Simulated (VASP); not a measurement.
Crystal: CdI.

```
Cd I
1.0
     4.08447    0.00000    0.00000
     0.00000    4.08447    0.00000
     0.00000    0.00000    4.08447
Cd I
1 1
Direct
  0.00000 0.00000 0.00000
  0.50000 0.50000 0.50000
```

- Program: VASP 6.6.1
- Task: relaxation of cell and atoms
- Functional: PBE
- Potentials or basis: VASP PAW PBE potentials, release 64 (Cd, I)
- Cutoff: 600 eV
- k mesh: 14 × 14 × 14
- Occupations: gaussian, width 0.1 eV
- Spin: no spin polarisation

At the start: pressure -1.7 GPa; volume 34.07 Å³/atom.

Question: Where does the relaxation end?

Answer: Over 4 steps the energy falls by 16.0 meV/atom and the volume is 31.34 Å³/atom (-8.0 %); space group Pm-3m (No. 221, to 0.1 Å) before and after.

The path:
| step | energy change (eV) | largest force (eV/Å) | pressure (GPa) | volume (Å³) |
| --- | --- | --- | --- | --- |
| 1 | 0.0000 | 0.0000 | -1.71 | 68.14 |
| 2 | -0.0276 | 0.0000 | -0.71 | 64.61 |
| 3 | -0.0320 | 0.0000 | -0.07 | 62.87 |
| 4 | -0.0320 | 0.0000 | 0.02 | 62.69 |

Final structure:
```xyz
2
Lattice="3.9724 0.0000 0.0000 0.0000 3.9724 0.0000 0.0000 0.0000 3.9724" Properties=species:S:1:pos:R:3 pbc="T T T"
Cd    0.0000    0.0000    0.0000
I     1.9862    1.9862    1.9862
```

Caveat: an odd number of electrons without spin polarisation forces a metal; a magnetic or distorted state may lie lower.
